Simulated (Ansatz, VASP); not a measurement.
One calculation of WC, two programs

INCAR

```
SYSTEM = WC
ALGO     = Normal         ! electronic algorithm
EDIFF    = 1E-7           ! SCF threshold, eV
ENCUT    = 520            ! plane-wave cutoff, eV
GGA      = PS             ! functional
ISIF     = 2              ! what is computed and relaxed
ISMEAR   = -1             ! smearing method
LASPH    = .TRUE.         ! aspherical terms in the spheres
LCHARG   = .FALSE.        ! write CHGCAR
LREAL    = .FALSE.        ! projectors in reciprocal space
LWAVE    = .FALSE.        ! write WAVECAR
NBANDS   = 16             ! bands
NELM     = 100            ! most SCF steps
PREC     = Accurate       ! precision mode
SIGMA    = 0.05           ! smearing width, eV
```

The input KPOINTS:

```
k-points
0
G
  14 14 13
  0 0 0
```

The input POSCAR:

```
WC
1.0
    2.8714964216      0.0000000000      0.0000000000
   -1.4357482108      2.4867888480      0.0000000000
    0.0000000000      0.0000000000      2.8290000000
W C
1 1
Direct
    0.0000000000      0.0000000000      0.0000000000
    0.6666666667      0.3333333333      0.5000000000
```

Input for Ansatz:

```yaml
crystal:
  lattice:
    - [2.8714964216, 0.0, 0.0]
    - [-1.4357482108, 2.486788848, 0.0]
    - [0.0, 0.0, 2.829]
  atoms:
    - { symbol: W, position: [0.0, 0.0, 0.0] }
    - { symbol: C, position: [0.6666666667, 0.3333333333, 0.5] }
kpoints:
  mp_grid: { grid: [14, 14, 13] }
  band_path:
    path:
      - [0.0, 0.0, 0.0]
      - [0.5, 0.0, 0.0]
      - [0.3333333333, 0.3333333333, 0.0]
      - [0.0, 0.0, 0.0]
      - [0.0, 0.0, 0.5]
      - [0.5, 0.0, 0.5]
      - [0.3333333333, 0.3333333333, 0.5]
      - [0.0, 0.0, 0.5]
      - [0.5, 0.0, 0.5]
    npoints: 5
scf:
  occupations: { method: fermi_dirac, width: 0.05 }
hamiltonian:
  xc: pbesol
  pseudopotentials: { kind: all_electron, lapw: { basis_error: 0.0005 } }
output:
  forces: true
  stress: true
  eigenvalues: true
```

Change from the starting cell: equal xx and yy strain of -1 %.

Alike in both runs: task single point; functional PBEsol; k mesh 14 × 14 × 13; occupations fermi-dirac, width 0.05 eV; no spin polarisation.

|  | VASP | Ansatz |
| --- | --- | --- |
| version | VASP 6.6.1 | Ansatz 0.2.0 |
| potentials or method | VASP PAW PBE potentials, release 64 (W_sv, C), cutoff 520 eV | all-electron LAPW, scalar-relativistic |

```csv
,VASP,Ansatz,Ansatz less VASP
pressure (GPa),8.8,7.4,-1.39
"traceless stress, the component that is largest in VASP (GPa)",-3.92,-4.17,-0.245
```

VASP's potentials were made for PBE, not for PBEsol. Ansatz ran all-electron here, and VASP with PAW potentials.

Spin-orbit coupling is off throughout.
